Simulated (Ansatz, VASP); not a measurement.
# Au in VASP and in Ansatz

Contents of INCAR:

```
PREC = Accurate ; ENCUT = 500
EDIFF = 1E-6 ; ISMEAR = -1
SIGMA = 0.1 ; LREAL = F
LASPH = T ; NELM = 120
ALGO = Normal ; ISIF = 2
LWAVE = F ; LCHARG = F
GGA = PE ; NBANDS = 12
GGA_COMPAT = F
```

File KPOINTS:

```
Automatic mesh
0
Gamma
  8 8 8
```

POSCAR

```
Au
1.0
    0.0000000000      2.0750000000      2.0750000000
    2.0750000000      0.0000000000      2.0750000000
    2.0750000000      2.0750000000      0.0000000000
Au
1
Direct
    0.0000000000      0.0000000000      0.0000000000
```

Input for Ansatz:

```yaml
crystal:
  atoms:
  - position: [0.0, 0.0, 0.0]
    symbol: Au
  lattice:
  - [0.0, 2.075, 2.075]
  - [2.075, 0.0, 2.075]
  - [2.075, 2.075, 0.0]
hamiltonian:
  dispersion: none
  pseudopotentials:
    kind: all_electron
    lapw: {basis_error: 0.025 meV}
    relativity: scalar
  xc: pbe
kpoints:
  mp_grid:
    grid: [8, 8, 8]
    shift: [0, 0, 0]
magnetization: {spin_polarized: false}
output: {forces: true, stress: true}
scf:
  convergence: {dr2_threshold: 1e-10 eV}
  lower_state_search: 'off'
  max_iter: 200
  occupations: {method: fermi_dirac, width: 0.1}
```

Alike in both runs: task single point; functional PBE; k mesh 8 × 8 × 8; occupations fermi-dirac, width 0.1 eV; no spin polarisation.

```csv
,VASP,Ansatz
version,VASP 6.6.1,Ansatz 0.2 development build
potentials or method,"VASP PAW PBE potentials, release 64 (Au), cutoff 500 eV","all-electron full-potential LAPW, scalar-relativistic"
```

Ansatz gave:

```
pressure (GPa) : 1.5
```

Task: Estimate VASP's values.

Result: Pressure (GPa): 1.3.

Ansatz ran all-electron here, and VASP with PAW potentials.

Spin-orbit coupling is off throughout.
